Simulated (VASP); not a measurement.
# Ir4Pt (P-3m1) in VASP: further runs

The runs below take Ir4Pt through single point, relaxation of cell and atoms, with PBE.

Everything below comes from runs of VASP 6.6.1. Logs are shortened: lines on timing, memory, paths and dates and some standing lists are left out, and cuts for length are marked.

## (1) The cell of the first run

Symmetry: P-3m1, No. 164, trigonal system. The conventional cell has a = 2.766 Å, b = 2.766 Å, c = 11.166 Å, α = 90.00°, β = 90.00°, γ = 120.00°. Within 3.6 Å of Ir (site symmetry 3m) lie 9 Ir at 2.69 to 2.77 Å and 3 Pt at 2.80 Å. Within 3.6 Å of Ir (site symmetry 3m) lie 12 Ir at 2.69 to 2.77 Å. Within 3.6 Å of Pt (site symmetry -3m) lie 6 Pt at 2.77 Å and 6 Ir at 2.80 Å.

The cell was generated, and may not be a known phase.

## (2) Single point, PBE

File INCAR:

```
SYSTEM = Ir4Pt
PREC = Accurate
ENCUT = 520
EDIFF = 1E-6
ISMEAR = 0
SIGMA = 0.2
LREAL = .FALSE.
LASPH = .TRUE.
NELM = 100
ALGO = Normal
ISIF = 2
LWAVE = .FALSE.
LCHARG = .FALSE.
GGA = PE
NBANDS = 31
```

File KPOINTS:

```
Automatic mesh
0
G
  6 6 2
  0 0 0
```

File POSCAR:

```
Ir4Pt
1.0
    2.7655435530      0.0000000000      0.0000000000
   -1.3827717765      2.3950309722      0.0000000000
    0.0000000000      0.0000000000     11.1664413295
Ir Pt
4 1
Direct
    0.3333333333      0.6666666667      0.7942504156
    0.3333333333      0.6666666667      0.4000701005
    0.6666666667      0.3333333333      0.2057495844
    0.6666666667      0.3333333333      0.5999298995
    0.0000000000      0.0000000000      0.0000000000
```

Potentials or basis: VASP PAW PBE potentials, release 64 (Ir, Pt).

Launch:

```bash
> cat potpaw_PBE.64/Ir/POTCAR potpaw_PBE.64/Pt/POTCAR > POTCAR
> mpirun -np 1 vasp_std > vasp.out
```

OUTCAR:

```text
SYSTEM = Ir4Pt
   PREC = Accurate
   ENCUT = 520
   EDIFF = 1E-6
   ISMEAR = 0
   LREAL = .FALSE.
   LASPH = .TRUE.
   NELM = 100
   ISIF = 2
   GGA = PE

 ion  position               nearest neighbor table
   1  0.333  0.667  0.794-   4 2.69   4 2.69   4 2.69   5 2.80   5 2.80   5 2.80
   2  0.333  0.667  0.400-   3 2.69   3 2.69   3 2.69   4 2.74   4 2.74   4 2.74
   3  0.667  0.333  0.206-   2 2.69   2 2.69   2 2.69   5 2.80   5 2.80   5 2.80
   4  0.667  0.333  0.600-   1 2.69   1 2.69   1 2.69   2 2.74   2 2.74   2 2.74
   5  0.000  0.000  0.000-   1 2.80   3 2.80   3 2.80   1 2.80   3 2.80   1 2.80

  LATTYP: Found a hexagonal cell.
 ALAT       =     2.7655435530
 C/A-ratio  =     4.0377022150

  Lattice vectors:

 A1 = (   2.7655435530,   0.0000000000,   0.0000000000)
 A2 = (  -1.3827717765,   2.3950309722,   0.0000000000)
 A3 = (   0.0000000000,   0.0000000000,  11.1664413295)

Analysis of symmetry for initial positions (statically):
=====================================================================
 Subroutine PRICEL returns:
 Original cell was already a primitive cell.

 Routine SETGRP: Setting up the symmetry group for a
 hexagonal supercell.

 Subroutine GETGRP returns: Found 12 space group operations
 (whereof 12 operations were pure point group operations)
 out of a pool of 24 trial point group operations.

The static configuration has the point symmetry D_3d.

Analysis of symmetry for dynamics (positions and initial velocities):
=====================================================================
 Subroutine PRICEL returns:
 Original cell was already a primitive cell.

 Routine SETGRP: Setting up the symmetry group for a
 hexagonal supercell.

 Subroutine GETGRP returns: Found 12 space group operations
 (whereof 12 operations were pure point group operations)
 out of a pool of 24 trial point group operations.

The dynamic configuration has the point symmetry D_3d.

 Subroutine INISYM returns: Found 12 space group operations
 (whereof 12 operations are pure point group operations),
 and found     1 'primitive' translations

[... 83 lines left out ...]
   ISPIN  =      1    spin polarized calculation?
   LNONCOLLINEAR =      F non collinear calculations
   LSORBIT =      F    spin-orbit coupling
   LASPH  =      T    aspherical Exc in radial PAW
   ENCUT  =  520.0 eV  38.22 Ry    6.18 a.u.   5.14  5.14 20.76*2*pi/ulx,y,z
   NELM   =    100;   NELMIN=  2; NELMDL= -5     # of ELM steps
   EDIFF  = 0.1E-05   stopping-criterion for ELM
   LREAL  =      F    real-space projection
   EDIFFG = 0.1E-04   stopping-criterion for IOM
   NSW    =      0    number of steps for IOM
   IBRION =     -1    ionic relax: 0-MD 1-quasi-New 2-CG
   NFREE  =      0    steps in history (QN), initial steepest desc. (CG)
   ISIF   =      2    stress and relaxation
   ISYM   =      2    0-nonsym 1-usesym 2-fastsym
   POTIM  = 0.5000    time-step for ionic-motion
   TEBEG  =    0.0;   TEEND  =   0.0 temperature during run
   PSTRESS=    0.0 pullay stress
   NELECT =      46.0000    total number of electrons
   NUPDOWN=      -1.0000    fix difference up-down
   EMIN   =  10.00;   EMAX   =-10.00  energy-range for DOS
   EFERMI =   0.00;   METHOD = LEGACY
   ISMEAR =     0;   SIGMA  =   0.20  broadening in eV -4-tet -1-fermi 0-gaus
   EFERMI_NEDOS =   21; number of points for ismear=-14 and -15
   IALGO  =     38    algorithm
   IMIX   =      4    mixing-type and parameters
     AMIX     =   0.40;   BMIX     =  1.00
     AMIX_MAG =   1.60;   BMIX_MAG =  1.00
  volume/ion in A,a.u.               =      14.79        99.82
  Fermi-wavevector in a.u.,A,eV,Ry     =   1.397415  2.640731 26.569019  1.952768
  Thomas-Fermi vector in A             =   2.520673
   LORBIT       =      0    0 simple, 1 ext, 2 COOP (PROOUT), +10 PAW based schemes
   GGA     = PE    functional components
   LHFCALC =     F    Hartree Fock is set to
   AEXX    =    0.0000 exact exchange contribution
   IVDW    =     0    specifies the selected vdW correction
   LEPSILON=     F    determine dielectric tensor
   LRPA    =     F    only Hartree local field effects (RPA)
 non-spin polarized calculation
 Gauss-broadening in eV      SIGMA  =   0.20
  energy-cutoff  :      520.00
  volume of cell :       73.96
 maximum number of plane-waves:      2009
 NGX is ok and might be reduce to    24
   NGX = 11   NGY = 11   NGZ = 41

 number of electron      46.0000000 magnetization

 Free energy of the ion-electron system (eV)
  ---------------------------------------------------
  ext. energy  EPLUGINS =         0.00000000
  ---------------------------------------------------
  free energy    TOTEN  =       -41.22754681 eV

  energy without entropy =      -41.06506645  energy(sigma->0) =      -41.14630663

 E-fermi :  10.0678     XC(G=0): -13.6964

 val. band max:       10.0558951408   @ k =   0.1667   0.1667   0.5000
 cond. band min:      10.0971330185   @ k =   0.5000  -0.0000   0.5000
 fundamental gap:      0.0412378777
 Fermi energy:        10.0678334327

 k-point     1 :       0.0000    0.0000    0.0000
  band No.  band energies     occupation
      1      -0.5752      2.00000
      2       0.9589      2.00000
      3       1.0244      2.00000
      4       2.3996      2.00000
      5       2.5232      2.00000
      6       5.6438      2.00000
[... 465 lines left out ...]
     30      15.2778      0.00000
     31      16.2819      0.00000

------------------------ aborting loop because EDIFF is reached ----------------------------------------

  FORCE on cell =-STRESS in cart. coord.  units (eV):
  Direction    XX          YY          ZZ          XY          YZ          ZX
  --------------------------------------------------------------------------------------
  -------------------------------------------------------------------------------------
  Total       -0.0101751     -0.0101751      0.0448541      0.0000000      0.0000000      0.0000000
  in kB       -0.2204169     -0.2204169      0.9716425      0.0000000      0.0000000      0.0000000
  external PRESSURE =       0.1769362 kB  Pullay stress =       0.0000000 kB

 VOLUME and BASIS-vectors are now :
 -----------------------------------------------------------------------------
  energy-cutoff  :      520.00
  volume of cell :       73.96
      direct lattice vectors                 reciprocal lattice vectors
     2.765543553  0.000000000  0.000000000     0.361592570  0.208765567  0.000000000
    -1.382771777  2.395030972  0.000000000     0.000000000  0.417531135  0.000000000
     0.000000000  0.000000000 11.166441329     0.000000000  0.000000000  0.089554046

 POSITION                                       TOTAL-FORCE (eV/Angst)
 -----------------------------------------------------------------------------------
     -0.00000      1.59669      8.86895         0.000000     -0.000000      0.036432
     -0.00000      1.59669      4.46736         0.000000     -0.000000      0.014923
      1.38277      0.79834      2.29749        -0.000000      0.000000     -0.036432
      1.38277      0.79834      6.69908        -0.000000      0.000000     -0.014923
      0.00000      0.00000      0.00000         0.000000      0.000000      0.000000
 -----------------------------------------------------------------------------------
    total drift:                                0.000000     -0.000000      0.000000

  FREE ENERGIE OF THE ION-ELECTRON SYSTEM (eV)
  ---------------------------------------------------
  free  energy   TOTEN  =       -41.2275468149 eV

  energy  without entropy=      -41.0650664463  energy(sigma->0) =      -41.14630663
```

OSZICAR:

```text
N       E                     dE             d eps       ncg     rms          rms(c)
DAV:   1     0.478424815058E+03    0.47842E+03   -0.20686E+04   868   0.148E+03
DAV:   2    -0.152732079265E+02   -0.49370E+03   -0.46474E+03   889   0.439E+02
DAV:   3    -0.431603815419E+02   -0.27887E+02   -0.24673E+02  1056   0.108E+02
DAV:   4    -0.438906857307E+02   -0.73030E+00   -0.72560E+00   969   0.186E+01
DAV:   5    -0.439067198892E+02   -0.16034E-01   -0.16028E-01  1046   0.241E+00    0.306E+01
DAV:   6    -0.417314468844E+02    0.21753E+01   -0.49553E+00   973   0.178E+01    0.144E+01
DAV:   7    -0.433926491078E+02   -0.16612E+01   -0.11856E+01  1210   0.339E+01    0.153E+01
DAV:   8    -0.412338256963E+02    0.21588E+01   -0.66750E+00  1236   0.259E+01    0.197E+00
DAV:   9    -0.414376321580E+02   -0.20381E+00   -0.10391E+00  1320   0.913E+00    0.541E+00
DAV:  10    -0.412415767020E+02    0.19606E+00   -0.39739E-01  1226   0.641E+00    0.155E+00
DAV:  11    -0.412284339899E+02    0.13143E-01   -0.59371E-02  1296   0.247E+00    0.521E-01
DAV:  12    -0.412275897169E+02    0.84427E-03   -0.54268E-03  1009   0.805E-01    0.176E-01
DAV:  13    -0.412275676596E+02    0.22057E-04   -0.23490E-04  1080   0.117E-01    0.880E-02
DAV:  14    -0.412275472758E+02    0.20384E-04   -0.57203E-05  1165   0.634E-02    0.135E-02
DAV:  15    -0.412275468149E+02    0.46093E-06   -0.73771E-06   967   0.256E-02
   1 F= -.41227547E+02 E0= -.41146307E+02  d E =-.162480E+00
```

Run time: 21 s. Hardware: 1 thread of Intel Xeon 6975P-C (Granite Rapids), shared host; peak memory 0.21 GiB.

What came out:

* Free energy: -41.2275 eV
* Pressure: 0.0 GPa
* Largest force: 0.036 eV/Å
* Band gap on the k mesh: zero (bands 23 and 24 overlap by 2.49 eV)

Forces in eV/Å, atoms in the order of the input:
```
Ir   0.000  0.000  0.036
Ir   0.000  0.000  0.015
Ir   0.000  0.000 -0.036
Ir   0.000  0.000 -0.015
Pt   0.000  0.000  0.000
```

Levels at points of the mesh, in eV from the Fermi level:
| k point | band 20 | band 21 | band 22 | band 23 | band 24 | band 25 | band 26 | band 27 | band 28 | band 29 |
| --- | --- | --- | --- | --- | --- | --- | --- | --- | --- | --- |
| (0.00, 0.00, 0.00) | -1.92 | -1.69 | -1.69 | -1.56 | -1.56 | -0.90 | -0.90 | 0.26 | 0.26 | 0.35 |
| (0.50, 0.00, 0.00) | 0.17 | 0.65 | 0.75 | 0.79 | 0.96 | 1.15 | 1.26 | 2.47 | 3.00 | 3.07 |
| (0.00, 0.00, 0.50) | -1.78 | -1.78 | -1.61 | -1.61 | -0.63 | -0.63 | -0.54 | -0.07 | -0.07 | 0.52 |
| (0.50, 0.00, 0.50) | 0.40 | 0.75 | 0.77 | 0.93 | 1.01 | 1.18 | 1.19 | 2.00 | 2.54 | 3.46 |

Caveat: the k points lie up to 0.44 Å⁻¹ apart, too coarse for converged energies and pressures of a metal; spin-orbit coupling is left out, which moves the levels of the heavy elements.

## (3) Relaxation of cell and atoms, PBE

This run uses another cell than the first one, of 13.07 Å³/atom.

File INCAR:

```
SYSTEM = Ir4Pt
PREC     = Accurate       ! precision mode
ENCUT    = 600            ! plane-wave cutoff, eV
EDIFF    = 1E-7           ! SCF threshold, eV
ISMEAR   = 0              ! smearing method
SIGMA    = 0.2            ! smearing width, eV
LREAL    = .FALSE.        ! projectors in reciprocal space
LASPH    = .TRUE.         ! aspherical terms in the spheres
NELM     = 80             ! most SCF steps
ALGO     = Normal         ! electronic algorithm
ISIF     = 3              ! what is computed and relaxed
LWAVE    = .FALSE.        ! write WAVECAR
LCHARG   = .FALSE.        ! write CHGCAR
GGA      = PE             ! functional
IBRION   = 2              ! ionic algorithm
NSW      = 36             ! ionic steps
EDIFFG   = -0.08          ! ionic threshold
```

File KPOINTS:

```
regular mesh
0
G
  6 6 2
  0 0 0
```

File POSCAR:

```
Ir4Pt
1.0
    2.8627798000      0.0000000000      0.0000000000
   -1.4313899000      2.4792400300      0.0000000000
    0.0000000000      0.0000000000      9.2052151400
Ir Pt
4 1
Direct
    0.3333333300      0.6666666700      0.8658552800
    0.3333333300      0.6666666700      0.3767953500
    0.6666666700      0.3333333300      0.1341447200
    0.6666666700      0.3333333300      0.6232046500
    0.0000000000      0.0000000000      0.0000000000
```

Potentials or basis: VASP PAW PBE potentials, release 64 (Ir, Pt).

Launch:

```bash
> cat potpaw_PBE.64/Ir/POTCAR potpaw_PBE.64/Pt/POTCAR > POTCAR
> mpirun -np 1 vasp_std > vasp.out
```

It took 8.7 min on 1 thread of Intel Xeon 6975P-C (Granite Rapids), shared host; peak memory 0.23 GiB.

It converged, with:

```
Free energy                           : -41.2059 eV
Relaxed volume                        : 14.79 Å³/atom
Relaxed cell                          : a = 2.765 Å, b = 2.765 Å, c = 11.163 Å, α = 90.00°, β = 90.00°, γ = 120.00°
Space group after relaxing (to 0.1 Å) : P-3m1 (No. 164)
Pressure after relaxing               : 0.2 GPa
Largest force after relaxing          : 0.014 eV/Å
```

Forces in eV/Å, atoms in the order of the input:
```
Ir   0.000  0.000  0.014
Ir   0.000  0.000  0.007
Ir   0.000  0.000 -0.014
Ir   0.000  0.000 -0.007
Pt   0.000  0.000  0.000
```

Stress tensor (GPa, compression positive):
```
0.14 0.00 0.00
0.00 0.14 0.00
0.00 0.00 0.30
```

Final structure:
```
Ir Pt
1.0
     2.76546    0.00000    0.00000
    -1.38273    2.39496    0.00000
     0.00000    0.00000   11.16316
Ir Pt
4 1
Cartesian
  0.0000 1.5966 8.8697
  0.0000 1.5966 4.4671
  1.3827 0.7983 2.2935
  1.3827 0.7983 6.6961
  1.3827 2.3950 0.0000
```

Levels at points of the mesh, in eV from the Fermi level:
```
           k point  band 21  band 22  band 23  band 24  band 25  band 26  band 27
(0.00, 0.00, 0.00)    -1.69    -1.69    -1.57    -1.57    -0.90    -0.90     0.25
(0.50, 0.00, 0.00)     0.65     0.75     0.79     0.96     1.15     1.26     2.47
(0.00, 0.00, 0.50)    -1.79    -1.62    -1.62    -0.62    -0.55    -0.08    -0.08
(0.50, 0.00, 0.50)     0.75     0.76     0.93     1.01     1.18     1.19     2.01
```

Caveat: the k points lie up to 0.44 Å⁻¹ apart in the final cell; the highest band is partly filled, so the run has too few bands; a cell axis changed by over 15 % at a fixed basis, so the end point is rough; spin-orbit coupling is left out, which moves the levels of the heavy elements.

The gap in the log of VASP goes by the Fermi energy; the results here count the filled bands.